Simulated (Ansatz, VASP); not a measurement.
## Two plane-wave programs on CdSe

```
CELL_PARAMETERS angstrom
4.40596 0.00000 0.00000
-2.20298 3.81568 0.00000
0.00000 0.00000 7.36596
ATOMIC_POSITIONS crystal
Cd 0.66667 0.33333 0.00000
Cd 0.33333 0.66667 0.50000
Se 0.66667 0.33333 0.37500
Se 0.33333 0.66667 0.87500
```

Change from the starting cell: strain +0.025 along x and y, +0.050 along z, atoms carried along.

Alike in both runs: task single point; functional r2SCAN; k mesh 6 × 6 × 4; occupations gaussian, width 0.05 eV; no spin polarisation.

|  | VASP | Ansatz |
| --- | --- | --- |
| version | VASP 6.6.1 | Ansatz 0.2.0 |
| potentials or method | VASP PAW PBE potentials, release 64 (Cd, Se), cutoff 520 eV | scalar-relativistic, plane waves, PAW |
| valence electrons in the cell | 36 | 72 |

```tsv
	VASP	Ansatz	Ansatz less VASP
gap on the k mesh at the Fermi level (eV)	0.90	0.91	+0.012
least direct gap on the mesh (eV)	0.90	0.91	+0.012
pressure (GPa)	-2.9	-3.0	-0.17
traceless stress, the component that is largest in VASP (GPa)	-1.01	-0.99	+0.019
rms of the force components (eV/Å)	0.042	0.039	-0.0027
```

VASP's potentials were made for PBE, not for r2SCAN. Atom by atom the forces differ by 0.003 eV/Å (rms over components). VASP's potentials hold 36 valence electrons a cell and Ansatz's 72, so a difference there can come from the potentials and not from the codes.
